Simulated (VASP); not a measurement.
## CaMg7O8: single point with r2SCAN

Crystal: CaMg7O8.

```
CELL_PARAMETERS angstrom
8.61654 0.00000 0.00000
0.00000 8.61654 0.00000
0.00000 0.00000 8.61654
ATOMIC_POSITIONS crystal
O 0.24968 0.00023 0.98575
O 0.24963 0.00017 0.51441
O 0.24968 0.50022 0.98575
O 0.24963 0.50017 0.51441
O 0.74968 0.00022 0.98575
O 0.74963 0.00017 0.51441
O 0.74969 0.50022 0.98575
O 0.74962 0.50017 0.51441
O 0.99969 0.25022 0.99946
O 0.99962 0.25017 0.50070
O 0.99968 0.75022 0.99946
O 0.99963 0.75017 0.50070
O 0.49967 0.25022 0.99945
O 0.49964 0.25018 0.50070
O 0.49968 0.75023 0.99945
O 0.49963 0.75017 0.50070
O 0.99966 0.00019 0.25008
O 0.99966 0.00020 0.75008
O 0.99966 0.50020 0.25008
O 0.99965 0.50020 0.75008
O 0.49966 0.00020 0.25009
O 0.49966 0.00020 0.75008
O 0.49966 0.50020 0.25005
O 0.49966 0.50020 0.75009
O 0.24966 0.25020 0.25010
O 0.24965 0.25020 0.75007
O 0.24966 0.75020 0.25007
O 0.24966 0.75020 0.75008
O 0.74966 0.25020 0.25005
O 0.74966 0.25020 0.75009
O 0.74965 0.75020 0.25007
O 0.74966 0.75020 0.75008
Mg 0.99965 0.00020 0.99388
Mg 0.99966 0.00019 0.50628
Mg 0.99965 0.50021 0.99388
Mg 0.99967 0.50019 0.50629
Mg 0.49966 0.00021 0.99387
Mg 0.49965 0.00019 0.50628
Mg 0.49966 0.50020 0.99389
Mg 0.49966 0.50019 0.50630
Mg 0.24966 0.25020 0.99387
Mg 0.24965 0.25020 0.50628
Mg 0.24966 0.75019 0.99388
Mg 0.24965 0.75020 0.50629
Mg 0.74966 0.25020 0.99389
Mg 0.74965 0.25020 0.50630
Mg 0.74966 0.75019 0.99388
Mg 0.74965 0.75021 0.50629
Mg 0.24966 0.00020 0.75008
Mg 0.24966 0.50019 0.75008
Mg 0.74965 0.00020 0.75008
Mg 0.74966 0.50020 0.75009
Mg 0.99966 0.25020 0.25008
Mg 0.99965 0.25019 0.75008
Mg 0.99966 0.75020 0.25008
Mg 0.99966 0.75020 0.75008
Mg 0.49966 0.25020 0.25008
Mg 0.49966 0.25020 0.75009
Mg 0.49965 0.75019 0.25008
Mg 0.49966 0.75020 0.75009
Ca 0.24966 0.00020 0.25007
Ca 0.24965 0.50020 0.25008
Ca 0.74965 0.00020 0.25009
Ca 0.74966 0.50020 0.25010
```

| Quantity | Value |
| --- | --- |
| Program | VASP 6.6.1 |
| Task | single point |
| Functional | r2SCAN |
| Potentials or basis | VASP PAW PBE potentials, release 64 (O, Mg, Ca_sv) |
| Cutoff | 520 eV |
| k mesh | 1 × 1 × 1 |
| Occupations | fermi-dirac, width 0.05 eV |
| Spin | no spin polarisation |
| Dipole correction | no |
| Further INCAR settings | LREAL = Auto; ALGO = Normal; EDIFF = 1e-06; NBANDS = 182 |

* Pressure: -0.7 GPa
* Largest force: 0.160 eV/Å
* Band gap on the k mesh: 4.82 eV

Forces in eV/Å, atoms in the order of the input:
```
O    0.000 -0.002 -0.158
O    0.003  0.000  0.159
O    0.000 -0.002 -0.158
O    0.003  0.000  0.159
O    0.000 -0.001 -0.158
O    0.003  0.000  0.159
O    0.000 -0.001 -0.157
O    0.003  0.000  0.160
O   -0.001 -0.001  0.007
O    0.002  0.001 -0.007
O   -0.001 -0.001  0.008
O    0.002  0.001 -0.007
O   -0.001 -0.001  0.008
O    0.002  0.001 -0.007
O   -0.001 -0.002  0.008
O    0.002  0.001 -0.007
O    0.003 -0.001 -0.001
O    0.003 -0.002 -0.001
O    0.003 -0.002 -0.001
O    0.003 -0.002 -0.001
O    0.003 -0.002 -0.001
O    0.003 -0.002 -0.001
O    0.003 -0.002  0.000
O    0.003 -0.002 -0.001
O    0.003 -0.002 -0.002
O    0.003 -0.002  0.000
O    0.003 -0.002  0.000
O    0.003 -0.002 -0.001
O    0.003 -0.002  0.000
O    0.003 -0.002 -0.001
O    0.003 -0.002 -0.001
O    0.003 -0.002 -0.001
Mg   0.000  0.001 -0.034
Mg  -0.002  0.000  0.034
Mg   0.000  0.001 -0.034
Mg  -0.002  0.000  0.034
Mg  -0.001  0.001 -0.034
Mg  -0.002  0.001  0.034
Mg  -0.001  0.001 -0.035
Mg  -0.002  0.000  0.033
Mg  -0.001  0.001 -0.034
Mg  -0.001  0.000  0.034
Mg  -0.001  0.001 -0.034
Mg  -0.001  0.000  0.034
Mg  -0.001  0.001 -0.034
Mg  -0.001  0.000  0.034
Mg  -0.001  0.002 -0.034
Mg  -0.001  0.000  0.034
Mg  -0.003  0.001  0.000
Mg  -0.003  0.002  0.000
Mg  -0.003  0.002  0.001
Mg  -0.003  0.001  0.000
Mg  -0.004  0.002  0.001
Mg  -0.004  0.002  0.001
Mg  -0.004  0.002  0.001
Mg  -0.004  0.002  0.001
Mg  -0.004  0.002  0.001
Mg  -0.004  0.002  0.001
Mg  -0.004  0.002  0.000
Mg  -0.004  0.002  0.001
Ca   0.000  0.000  0.000
Ca   0.000  0.000 -0.001
Ca   0.000  0.000 -0.001
Ca  -0.001  0.000 -0.001
```

Stress tensor (GPa, compression positive):
```
 0.16  0.00  0.00
 0.00  0.16  0.00
 0.00  0.00 -2.42
```

Levels at points of the mesh, in eV from the valence-band top:
```
           k point  band 142  band 143  band 144  band 145  band 146  band 147
(0.00, 0.00, 0.00)     -0.22      0.00      0.00      4.82      7.04      7.28
```

Wall time 20 min on 1 thread of Intel(R) Xeon(R) Platinum 8175M CPU @ 2.50GHz (Skylake/Cascade Lake) (shared host), peak memory 0.65 GiB.

Caveat: the k points lie up to 0.73 Å⁻¹ apart; the PAW data sets were made with another functional, which shifts forces and pressure a little. A k mesh can miss the band edges.
